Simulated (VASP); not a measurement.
# CsCl: single point with PBEsol

The system is CsCl.

```
CELL_PARAMETERS angstrom
4.09533 0.00000 0.00000
0.00000 4.09533 0.00000
0.00000 0.00000 4.09533
ATOMIC_POSITIONS crystal
Cs 0.00000 0.00000 0.00000
Cl 0.50000 0.50000 0.50000
```

```json
{
 "Program": "VASP 6.6.1",
 "Task": "single point",
 "Functional": "PBEsol",
 "Potentials or basis": "VASP PAW PBE potentials, release 64 (Cs_sv, Cl)",
 "Cutoff": "500 eV",
 "k mesh": "6 × 6 × 6",
 "Occupations": "fermi-dirac, width 0.03 eV",
 "Spin": "no spin polarisation"
}
```

```
Pressure               : -0.3 GPa
Band gap on the k mesh : 5.14 eV
```

Levels at points of the mesh, in eV from the valence-band top:
| k point | band 6 | band 7 | band 8 | band 9 | band 10 | band 11 |
| --- | --- | --- | --- | --- | --- | --- |
| (0.00, 0.00, 0.00) | 0.00 | 0.00 | 0.00 | 5.14 | 5.24 | 5.24 |
| (0.50, 0.00, 0.00) | -1.26 | -0.27 | -0.27 | 6.31 | 7.59 | 8.83 |
| (0.50, 0.50, 0.00) | -0.44 | -0.44 | -0.07 | 5.82 | 5.89 | 7.92 |
| (0.50, 0.50, 0.50) | -1.19 | -1.19 | -1.19 | 8.50 | 8.50 | 8.50 |

It took 15 s on 1 thread of Intel(R) Xeon(R) Platinum 8259CL CPU @ 2.50GHz (Skylake/Cascade Lake), on a shared host, peak memory 0.17 GiB.

Caveat: the PAW data sets were made with another functional, which shifts forces and pressure a little; spin-orbit coupling is left out, which moves the levels of the heavy elements. A k mesh can miss the band edges.
